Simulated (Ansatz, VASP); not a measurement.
## Two plane-wave programs on NaH

The input POSCAR:

```
NaH
1.0
    1.6306639000     -5.7962887000      0.0000000000
    1.6306639000      5.7962887000      0.0000000000
    0.0000000000      0.0000000000      3.3538828000
Na H
2 2
Direct
    0.8552090000      0.1447910000      0.7500000000
    0.1447910000      0.8552090000      0.2500000000
    0.6438850000      0.3561150000      0.7500000000
    0.3561150000      0.6438850000      0.2500000000
```

File INCAR.step1:

```
SYSTEM = NaH
PREC     = Accurate       ! precision mode
ENCUT    = 520            ! plane-wave cutoff, eV
ISMEAR   = 0              ! smearing method
SIGMA    = 0.02           ! smearing width, eV
LREAL    = .False.        ! projectors in reciprocal space
LASPH    = .True.         ! aspherical terms in the spheres
NELM     = 60             ! most SCF steps
NBANDS   = 16             ! bands
GGA      = PE             ! functional
ALGO     = Normal         ! electronic algorithm
EDIFF    = 1E-4           ! SCF threshold, eV
LWAVE    = .True.         ! write WAVECAR
LCHARG   = .False.        ! write CHGCAR
```

Contents of INCAR.step2:

```
SYSTEM = NaH
PREC     = Accurate       ! precision mode
ENCUT    = 520            ! plane-wave cutoff, eV
EDIFF    = 1E-6           ! SCF threshold, eV
ISMEAR   = 0              ! smearing method
SIGMA    = 0.02           ! smearing width, eV
LREAL    = .False.        ! projectors in reciprocal space
LASPH    = .True.         ! aspherical terms in the spheres
NELM     = 60             ! most SCF steps
ALGO     = Normal         ! electronic algorithm
ISIF     = 2              ! what is computed and relaxed
LWAVE    = .False.        ! write WAVECAR
LCHARG   = .False.        ! write CHGCAR
METAGGA  = R2SCAN         ! meta-GGA
LMIXTAU  = .True.       
NBANDS   = 16             ! bands
ISTART   = 1
```

Contents of KPOINTS:

```
Automatic mesh
0
Gamma
  8 8 8
  0 0 0
```

Input for Ansatz:

```yaml
crystal:
  lattice:
    - [1.6306639, -5.7962887, 0.0]
    - [1.6306639, 5.7962887, 0.0]
    - [0.0, 0.0, 3.3538828]
  atoms:
    - { symbol: Na, position: [0.855209, 0.144791, 0.75] }
    - { symbol: Na, position: [0.144791, 0.855209, 0.25] }
    - { symbol: H, position: [0.643885, 0.356115, 0.75] }
    - { symbol: H, position: [0.356115, 0.643885, 0.25] }
basis:
  ecutwfc: 500
kpoints:
  mp_grid: { grid: [8, 8, 8] }
  band_path: { path: [VBM, CBM], npoints: 2 }
hamiltonian:
  xc: r2scan
scf:
  occupations: { method: gaussian, width: 0.02 }
output:
  forces: false
  stress: false
  eigenvalues: true
checkpoint:
  read: start.run
  write: ck
  compress: false
  write_wavefunctions: false
  write_every: 100000
```

Alike in both runs: task single point; functional r2SCAN; k mesh 8 × 8 × 8; occupations gaussian, width 0.02 eV; no spin polarisation.

```csv
,VASP,Ansatz
version,VASP 6.6.1,Ansatz 0.2.0
potentials or method,"VASP PAW PBE potentials, release 64 (Na_pv, H), cutoff 520 eV","scalar-relativistic, plane waves, PAW"
valence electrons in the cell,16,20
```

Ansatz gave:

```
gap on the k mesh at the Fermi level (eV) : 3.46
least direct gap on the mesh (eV)         : 4.45
```

Problem. What did VASP give for the same quantities?

Solution. gap on the k mesh at the Fermi level (eV): 3.48; least direct gap on the mesh (eV): 4.45.

VASP's potentials were made for PBE, not for r2SCAN. VASP's potentials hold 16 valence electrons a cell and Ansatz's 20, so a difference there can come from the potentials and not from the codes.
